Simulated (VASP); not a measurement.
A run of VASP 6.6.1:

File INCAR:

```
SYSTEM = PtSe2
ALGO = Normal
EDIFF = 1E-7
ENCUT = 520
GGA = PE
ISIF = 2
ISMEAR = 0
IVDW = 12
LASPH = .True.
LCHARG = .True.
LELF = .True.
LREAL = .False.
LVHAR = .True.
LWAVE = .False.
NBANDS = 18
NELM = 60
PREC = Accurate
SIGMA = 0.05
```

The input KPOINTS:

```
k-points
0
Gamma
  9 9 6
  0 0 0
```

Contents of POSCAR:

```
PtSe2
1.0
    3.6990059583      0.0000000000      0.0000000000
   -1.8495029792      3.2034335223      0.0000000000
    0.0000000000      0.0000000000      5.0280258220
Pt Se
1 2
Direct
    0.0000000000      0.0000000000      0.0000000000
    0.3333333333      0.6666666667      0.2500000000
    0.6666666667      0.3333333333      0.7500000000
```

Potentials or basis: VASP PAW PBE potentials, release 64 (Pt, Se).

The run is started by

```console
$ cat potpaw_PBE.64/Pt/POTCAR potpaw_PBE.64/Se/POTCAR > POTCAR
$ mpirun -np 1 vasp_std > vasp.out
```

Hardware: 1 thread of Intel Xeon 8259CL (shared host).

Task: How long does it take, and how much memory?

Result: It took 87 s on 1 thread of Intel Xeon 8259CL, with other jobs on the host, peak memory 0.23 GiB. Counts: scf iterations 14, k points 62.
